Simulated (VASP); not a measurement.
# BN (Fmm2) in VASP: a series of runs

Aim: see how the results for BN move with the level of theory and the settings. Levels: PBEsol, PBE. Tasks: single point.

Everything below comes from runs of VASP 6.6.1. Logs are shortened: lines on timing, memory, paths and dates and some standing lists are left out, and cuts for length are marked.

## Step 1: The cell of the first run

Symmetry: Fmm2, No. 42, orthorhombic system. The conventional cell has a = 2.503 Å, b = 6.991 Å, c = 4.332 Å, α = 90.00°, β = 90.00°, γ = 90.00°. Within 1.9 Å of N (site symmetry mm2) lie 3 B at 1.44 Å. Within 1.9 Å of B (site symmetry mm2) lie 3 N at 1.44 Å.

## Step 2: Single point, PBEsol

Input file INCAR:

```
ALGO = Normal
EDIFF = 1E-6
ENCUT = 520
GGA = PS
ISIF = 2
ISMEAR = 0
LASPH = True
LCHARG = False
LREAL = False
LWAVE = False
NBANDS = 11
NELM = 80
PREC = Accurate
SIGMA = 0.05
```

Input file KPOINTS:

```
k-points
0
Gamma
  13 13 13
```

Input file POSCAR:

```
BN
1.0
    0.0000000000      3.4953158300      2.1660912400
    1.2516321000      0.0000000000      2.1660912400
    1.2516321000      3.4953158300      0.0000000000
N B
1 1
Direct
    0.6666513400      0.6666513400      0.3333486600
    0.0000486500      0.0000486500      0.9999513500
```

Potentials or basis: VASP PAW PBE potentials, release 64 (N, B).

Run with:

```bash
> cat potpaw_PBE.64/N/POTCAR potpaw_PBE.64/B/POTCAR > POTCAR
> mpirun -np 1 vasp_std > vasp.out
```

OUTCAR:

```text
EDIFF = 1E-6
   ENCUT = 520
   GGA = PS
   ISIF = 2
   ISMEAR = 0
   LASPH = True
   LREAL = False
   NELM = 80
   PREC = Accurate

 ion  position               nearest neighbor table
   1  0.667  0.667  0.333-   2 1.44   2 1.44   2 1.44
   2  0.000  0.000  1.000-   1 1.44   1 1.44   1 1.44

  LATTYP: Found a face centered orthorhombic cell.
 ALAT       =     2.5032642000
 B/A-ratio  =     1.7306133647
 C/A-ratio  =     2.7926064137

  Lattice vectors:

 A1 = (   0.0000000000,   3.4953158300,   2.1660912400)
 A2 = (  -1.2516321000,   3.4953158300,   0.0000000000)
 A3 = (  -1.2516321000,   0.0000000000,   2.1660912400)

Analysis of symmetry for initial positions (statically):
=====================================================================
 Subroutine PRICEL returns:
 Original cell was already a primitive cell.

 Routine SETGRP: Setting up the symmetry group for a
 face centered orthorhombic supercell.

 Subroutine GETGRP returns: Found  4 space group operations
 (whereof  4 operations were pure point group operations)
 out of a pool of  8 trial point group operations.

The static configuration has the point symmetry C_2v.

Analysis of symmetry for dynamics (positions and initial velocities):
=====================================================================
 Subroutine PRICEL returns:
 Original cell was already a primitive cell.

 Routine SETGRP: Setting up the symmetry group for a
 face centered orthorhombic supercell.

 Subroutine GETGRP returns: Found  4 space group operations
 (whereof  4 operations were pure point group operations)
 out of a pool of  8 trial point group operations.

The dynamic configuration has the point symmetry C_2v.

 Subroutine INISYM returns: Found  4 space group operations
 (whereof  4 operations are pure point group operations),
 and found     1 'primitive' translations

----------------------------------------------------------------------------------------

                                     Primitive cell

  volume of cell :      18.9526

  direct lattice vectors                    reciprocal lattice vectors
     0.000000000  3.495315830  2.166091240    -0.399478409  0.143048590  0.230830535
     1.251632100  0.000000000  2.166091240     0.399478409 -0.143048590  0.230830535
     1.251632100  3.495315830  0.000000000     0.399478409  0.143048590 -0.230830535

  length of vectors
     4.112077822  2.501706252  3.712656147     0.483041027  0.483041027  0.483041027

  position of ions in fractional coordinates (direct lattice)
     0.666651340  0.666651340  0.333348660
     0.000048650  0.000048650  0.999951350

  ion indices of the primitive-cell ions
   primitive index   ion index
                 1           1
                 2           2

----------------------------------------------------------------------------------------

 KPOINTS: k-points

Automatic generation of k-mesh.
 Grid dimensions read from file:
 generate k-points for:   13   13   13

 Generating k-lattice:

  Cartesian coordinates                     Fractional coordinates (reciprocal lattice)
    -0.030729108  0.011003738  0.017756195     0.076923077  0.000000000  0.000000000
     0.030729108 -0.011003738  0.017756195     0.000000000  0.076923077  0.000000000
     0.030729108  0.011003738 -0.017756195    -0.000000000 -0.000000000  0.076923077

  Length of vectors
     0.037157002  0.037157002  0.037157002

  Shift w.r.t. Gamma in fractional coordinates (k-lattice)
     0.000000000  0.000000000  0.000000000

 Subroutine IBZKPT returns following result:
 ===========================================

 Found    343 irreducible k-points:

 Following reciprocal coordinates:
            Coordinates               Weight
  0.000000  0.000000  0.000000      1.000000
  0.076923 -0.000000 -0.000000      8.000000
  0.153846 -0.000000  0.000000      8.000000
  0.230769  0.000000  0.000000      8.000000
  0.307692 -0.000000  0.000000      8.000000
  0.384615 -0.000000  0.000000      8.000000
[... 16 lines left out ...]
  0.384615  0.153846 -0.000000      8.000000
  0.461538  0.153846 -0.000000      8.000000
 [... further k-points ...]
   k-points           NKPTS =    343   k-points in BZ     NKDIM =    343   number of bands    NBANDS=     11
   number of dos      NEDOS =    301   number of ions     NIONS =      2
   total plane-waves  NPLWV =  17920
   dimension x,y,z NGX =    32 NGY =   20 NGZ =   28
   dimension x,y,z NGXF=    64 NGYF=   40 NGZF=   56
   ions per type =               1   1
   NGX,Y,Z   is equivalent  to a cutoff of  12.94, 13.29, 12.54 a.u.
   NGXF,Y,Z  is equivalent  to a cutoff of  25.87, 26.58, 25.08 a.u.
 SYSTEM =  unknown system
   PREC   = accura    normal or accurate (medium, high low for compatibility)
   ISTART =      0    job   : 0-new  1-cont  2-samecut
   ICHARG =      2    charge: 1-file 2-atom 10-const
   ISPIN  =      1    spin polarized calculation?
   LNONCOLLINEAR =      F non collinear calculations
   LSORBIT =      F    spin-orbit coupling
   LASPH  =      T    aspherical Exc in radial PAW
   ENCUT  =  520.0 eV  38.22 Ry    6.18 a.u.   7.65  4.65  6.90*2*pi/ulx,y,z
   NELM   =     80;   NELMIN=  2; NELMDL= -5     # of ELM steps
   EDIFF  = 0.1E-05   stopping-criterion for ELM
   LREAL  =      F    real-space projection
   EDIFFG = 0.1E-04   stopping-criterion for IOM
   NSW    =      0    number of steps for IOM
   IBRION =     -1    ionic relax: 0-MD 1-quasi-New 2-CG
   NFREE  =      0    steps in history (QN), initial steepest desc. (CG)
   ISIF   =      2    stress and relaxation
   ISYM   =      2    0-nonsym 1-usesym 2-fastsym
   POTIM  = 0.5000    time-step for ionic-motion
   TEBEG  =    0.0;   TEEND  =   0.0 temperature during run
   PSTRESS=    0.0 pullay stress
   NELECT =       8.0000    total number of electrons
   NUPDOWN=      -1.0000    fix difference up-down
   EMIN   =  10.00;   EMAX   =-10.00  energy-range for DOS
   EFERMI =   0.00;   METHOD = LEGACY
   ISMEAR =     0;   SIGMA  =   0.05  broadening in eV -4-tet -1-fermi 0-gaus
   EFERMI_NEDOS =   21; number of points for ismear=-14 and -15
   IALGO  =     38    algorithm
   IMIX   =      4    mixing-type and parameters
     AMIX     =   0.40;   BMIX     =  1.00
     AMIX_MAG =   1.60;   BMIX_MAG =  1.00
  volume/ion in A,a.u.               =       9.48        63.95
  Fermi-wavevector in a.u.,A,eV,Ry     =   1.228047  2.320672 20.518928  1.508099
  Thomas-Fermi vector in A             =   2.362987
   LORBIT       =      0    0 simple, 1 ext, 2 COOP (PROOUT), +10 PAW based schemes
   GGA     = PS    functional components
   LHFCALC =     F    Hartree Fock is set to
   AEXX    =    0.0000 exact exchange contribution
   IVDW    =     0    specifies the selected vdW correction
   LEPSILON=     F    determine dielectric tensor
   LRPA    =     F    only Hartree local field effects (RPA)
 non-spin polarized calculation
 Gauss-broadening in eV      SIGMA  =   0.05
  energy-cutoff  :      520.00
  volume of cell :       18.95
 maximum number of plane-waves:       527
   NGX = 15   NGY =  9   NGZ = 13

 number of electron       8.0000000 magnetization

 Free energy of the ion-electron system (eV)
  ---------------------------------------------------
  ext. energy  EPLUGINS =         0.00000000
  ---------------------------------------------------
  free energy    TOTEN  =       -18.28329261 eV

  energy without entropy =      -18.28329261  energy(sigma->0) =      -18.28329261

 E-fermi :   2.0919     XC(G=0):  -9.9640

 val. band max:        1.8975622759   @ k =   0.4615  -0.3846   0.1538
 cond. band min:       5.6884740269   @ k =   0.0000   0.4615   0.4615
 fundamental gap:      3.7909117510
 Fermi energy:         2.0919358703

 k-point     1 :       0.0000    0.0000    0.0000
  band No.  band energies     occupation
      1     -15.9312      2.00000
      2      -2.6124      2.00000
      3       0.5020      2.00000
      4       0.5092      2.00000
      5       6.5678      0.00000
      6      13.3655      0.00000
      7      13.4265      0.00000
      8      14.8409      0.00000
      9      16.3068      0.00000
     10      27.2595      0.00000
     11      28.4714      0.00000

 k-point     2 :       0.0769   -0.0000   -0.0000
  band No.  band energies     occupation
      1     -15.8125      2.00000
      2      -2.4975      2.00000
      3       0.0219      2.00000
      4       0.2795      2.00000
      5       6.8379      0.00000
      6      13.3327      0.00000
      7      13.8918      0.00000
      8      14.4263      0.00000
      9      16.6989      0.00000
     10      27.0507      0.00000
     11      27.6065      0.00000

 k-point     3 :       0.1538   -0.0000    0.0000
  band No.  band energies     occupation
      1     -15.4620      2.00000
      2      -2.1555      2.00000
      3      -1.2181      2.00000
      4      -0.2813      2.00000
      5       7.5642      0.00000
      6      13.1470      0.00000
      7      13.3190      0.00000
      8      15.2923      0.00000
      9      17.6722      0.00000
     10      24.5378      0.00000
     11      28.2744      0.00000

 k-point     4 :       0.2308    0.0000    0.0000
  band No.  band energies     occupation
      1     -14.8996      2.00000
      2      -2.8479      2.00000
      3      -1.5732      2.00000
      4      -0.9605      2.00000
      5       8.5724      0.00000
      6      11.7335      0.00000
      7      13.0229      0.00000
      8      17.3089      0.00000
      9      18.8757      0.00000
     10      22.3739      0.00000
     11      27.1069      0.00000
[... 239 lines left out ...]
 k-point    22 :       0.3077    0.1538   -0.0000
  band No.  band energies     occupation
      1     -14.5914      2.00000
      2      -3.3059      2.00000
      3      -1.7942      2.00000
      4      -1.0471      2.00000
      5       8.9023      0.00000
      6      11.2008      0.00000
      7      13.9631      0.00000
      8      16.3948      0.00000
      9      20.1652      0.00000
     10      21.3179      0.00000
     11      26.6079      0.00000

 k-point    23 :       0.3846    0.1538   -0.0000
  band No.  band energies     occupation
      1     -13.8899      2.00000
      2      -4.6107      2.00000
      3      -2.6309      2.00000
      4      -0.2842      2.00000
      5       9.1181      0.00000
      6      10.7178      0.00000
      7      14.2990      0.00000
      8      17.4004      0.00000
      9      19.1872      0.00000
     10      22.0798      0.00000
     11      25.8238      0.00000

 k-point    24 :       0.4615    0.1538   -0.0000
  band No.  band energies     occupation
      1     -13.1392      2.00000
      2      -5.8734      2.00000
      3      -3.1976      2.00000
      4       0.5428      2.00000
      5       7.7236      0.00000
      6      12.0095      0.00000
      7      14.4823      0.00000
      8      17.4925      0.00000
      9      19.2795      0.00000
     10      23.0889      0.00000
     11      24.6620      0.00000

 [... further k-points ...]
[... 5 lines left out ...]
  --------------------------------------------------------------------------------------
  -------------------------------------------------------------------------------------
  Total        0.1451859      0.0089376      0.1499968      0.0000000      0.0000000      0.0000000
  in kB       12.2734048      0.7555489     12.6800973      0.0000000      0.0000000      0.0000000
  external PRESSURE =       8.5696837 kB  Pullay stress =       0.0000000 kB

 VOLUME and BASIS-vectors are now :
 -----------------------------------------------------------------------------
  energy-cutoff  :      520.00
  volume of cell :       18.95
      direct lattice vectors                 reciprocal lattice vectors
     0.000000000  3.495315830  2.166091240    -0.399478409  0.143048590  0.230830535
     1.251632100  0.000000000  2.166091240     0.399478409 -0.143048590  0.230830535
     1.251632100  3.495315830  0.000000000     0.399478409  0.143048590 -0.230830535

 POSITION                                       TOTAL-FORCE (eV/Angst)
 -----------------------------------------------------------------------------------
      1.25163      3.49532      2.88806         0.000000      0.000000     -0.010101
      1.25163      3.49532      0.00021         0.000000      0.000000      0.010101
 -----------------------------------------------------------------------------------
    total drift:                                0.000006     -0.000011     -0.000063

  FREE ENERGIE OF THE ION-ELECTRON SYSTEM (eV)
  ---------------------------------------------------
  free  energy   TOTEN  =       -18.2832926139 eV

  energy  without entropy=      -18.2832926139  energy(sigma->0) =      -18.28329261
```

It took 99 s on 1 thread of Intel Xeon Platinum 8259CL at 2.50GHz (Skylake/Cascade Lake), shared host; peak memory 0.18 GiB.

What came out:

| Property | Result |
| --- | --- |
| Free energy | -18.2833 eV |
| Pressure | 0.9 GPa |
| Largest force | 0.010 eV/Å |
| Band gap on the k mesh | 3.79 eV, indirect (least direct gap 4.59 eV) |

Forces in eV/Å, atoms in the order of the input:
```
N    0.000  0.000 -0.010
B    0.000  0.000  0.010
```

Stress tensor (GPa, compression positive):
```
1.23 0.00 0.00
0.00 0.08 0.00
0.00 0.00 1.27
```

Caveat: the PAW data sets were made with another functional, which shifts forces and pressure a little.

## Step 3: Single point, PBE

This run uses another cell than the first one, of 9.29 Å³/atom, 0.980 times its volume.

Input file INCAR:

```
  PREC = Accurate
  ENCUT = 520
  EDIFF = 1E-6
  ISMEAR = -1
  SIGMA = 0.05
  LREAL = F
  LASPH = T
  NELM = 100
  ALGO = Normal
  ISIF = 2
  LWAVE = F
  LCHARG = F
  GGA = PE
  NBANDS = 11
```

Input file KPOINTS:

```
Automatic mesh
0
Gamma
  13 13 13
```

Input file POSCAR:

```
BN
1.0
    0.0000000000      3.4603626717      2.1660912400
    1.2391157790      0.0000000000      2.1660912400
    1.2391157790      3.4603626717      0.0000000000
N B
1 1
Direct
    0.6666513400      0.6666513400      0.3333486600
    0.0000486500      0.0000486500      0.9999513500
```

Potentials or basis: VASP PAW PBE potentials, release 64 (N, B).

Run with:

```bash
> cat potpaw_PBE.64/N/POTCAR potpaw_PBE.64/B/POTCAR > POTCAR
> mpirun -np 1 vasp_std > vasp.out
```

Run time: 64 s. Hardware: 1 thread of AMD EPYC 7R13 (Zen 3), shared host; peak memory 0.16 GiB.

The run converged. Its results:

* Free energy: -17.5742 eV
* Pressure: 7.0 GPa
* Largest force: 0.126 eV/Å
* Band gap on the k mesh: 3.86 eV, indirect (least direct gap 4.67 eV)

Forces on the atoms (eV/Å):
```
N    0.000  0.000  0.126
B    0.000  0.000 -0.126
```

Stress tensor (GPa, compression positive):
```
13.36  0.00  0.00
 0.00  1.87  0.00
 0.00  0.00  5.90
```

Levels at points of the mesh, in eV from the valence-band top:
| k point | band 1 | band 2 | band 3 | band 4 | band 5 | band 6 | band 7 | band 8 |
| --- | --- | --- | --- | --- | --- | --- | --- | --- |
| (0.00, 0.00, 0.00) | -17.97 | -4.52 | -1.43 | -1.38 | 4.90 | 11.50 | 11.80 | 13.17 |

[end of part 1 of 2]
